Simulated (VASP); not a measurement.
Te2Mo:

```
Mo Te
1.0
     3.54213    0.00000    0.00000
    -1.77107    3.06758    0.00000
     0.00000    0.00000   14.17667
Mo Te
2 4
Direct
  0.33333 0.66667 0.25000
  0.66667 0.33333 0.75000
  0.66667 0.33333 0.37658
  0.66667 0.33333 0.12342
  0.33333 0.66667 0.87658
  0.33333 0.66667 0.62342
```

Base run:

| Property | Result |
| --- | --- |
| Program | VASP 6.6.1 |
| Functional | r2SCAN |
| Potentials or basis | VASP PAW PBE potentials, release 64 (Mo_sv, Te) |
| Cutoff | 550 eV |
| k mesh | 6 × 6 × 2 |
| Occupations | gaussian, width 0.01 eV |
| Spin | no spin polarisation |

Its results: band gap on the k mesh 0.99 eV (least direct gap 1.08 eV); pressure 1.3 GPa; largest force 0.003 eV/Å.

Task: The run is repeated on the same cell with these changes: functional from r2SCAN to PBEsol; cutoff from 550 eV to 500 eV. What comes out?

Result: Band gap on the k mesh 0.85 eV (least direct gap 1.00 eV); pressure -1.9 GPa; largest force 0.044 eV/Å.

Caveats: the PAW data sets were made with another functional, which shifts forces and pressure a little; spin-orbit coupling is left out, which moves the levels of the heavy elements; this functional lacks dispersion, which binds layers or chains, so the pressure and a relaxed spacing across them are unreliable (at least some runs).

A k mesh can miss the band edges.
